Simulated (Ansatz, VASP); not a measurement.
# Be2Te in VASP and in Ansatz

```
CELL_PARAMETERS angstrom
3.70031 0.00000 0.00000
-1.85016 3.20456 0.00000
0.00000 0.00000 4.04125
ATOMIC_POSITIONS crystal
Be 0.33333 0.66667 0.62874
Be 0.66667 0.33333 0.37126
Te 0.00000 0.00000 0.00000
```

Alike in both runs: functional PBE; k mesh 6 × 6 × 4; occupations gaussian, width 0.1 eV; no spin polarisation.

Ansatz relaxed the structure, and its values are those at the end. VASP's run is a single point on that final structure, the one shown.

|  | VASP | Ansatz |
| --- | --- | --- |
| version | VASP 6.6.1 | Ansatz 0.2.0 |
| potentials or method | VASP PAW PBE potentials, release 64 (Be, Te), cutoff 520 eV | scalar-relativistic, plane waves, PAW |
| valence electrons in the cell | 10 | 20 |

Ansatz gave:

```
gap on the k mesh at the Fermi level (eV) : none
pressure (GPa)                            : 0.1
rms of the force components (eV/Å)        : 0.018
```

**Question.** Estimate VASP's values.

**Answer.** gap on the k mesh at the Fermi level (eV): none; pressure (GPa): 0.1; rms of the force components (eV/Å): 0.022.

A gap of «none» marks a metal or a gap that the smearing closes. With one functional, cell and mesh, what is left measures potentials, basis and numerics. VASP's potentials hold 10 valence electrons a cell and Ansatz's 20, so a difference there can come from the potentials and not from the codes.

The k mesh is coarse, so the values compare programs but aren't converged. Spin-orbit coupling is off throughout.
